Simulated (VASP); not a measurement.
A run of VASP 6.6.1 is set up as follows.

INCAR

```
SYSTEM = ZnS
ALGO = Normal ; EDIFF = 1E-6
ENCUT = 520 ; GGA = PE
ISIF = 2 ; ISMEAR = 0
LASPH = .True. ; LCHARG = .False.
LREAL = .False. ; LWAVE = .False.
NBANDS = 26 ; NELM = 80
PREC = Accurate ; SIGMA = 0.05
```

Contents of KPOINTS:

```
k-points
0
Gamma
  8 8 4
  0 0 0
```

Contents of POSCAR:

```
ZnS
1.0
    3.8110000000      0.0000000000      0.0000000000
   -1.9055000000      3.3004228138      0.0000000000
    0.0000000000      0.0000000000      6.2340000000
Zn S
2 2
Direct
    0.3333333333      0.6666666667      0.0052008604
    0.6666666667      0.3333333333      0.5052008604
    0.3333333333      0.6666666667      0.3797991396
    0.6666666667      0.3333333333      0.8797991396
```

Potentials or basis: VASP PAW PBE potentials, release 64 (Zn, S).

Launch:

```sh
$ cat potpaw_PBE.64/Zn/POTCAR potpaw_PBE.64/S/POTCAR > POTCAR
$ mpirun -np 1 vasp_std > vasp.out
```

(1) What does it give for the largest force?

(2) Predict the band gap on the k mesh.

Results:

(1) 0.008 eV/Å.

(2) 2.22 eV.
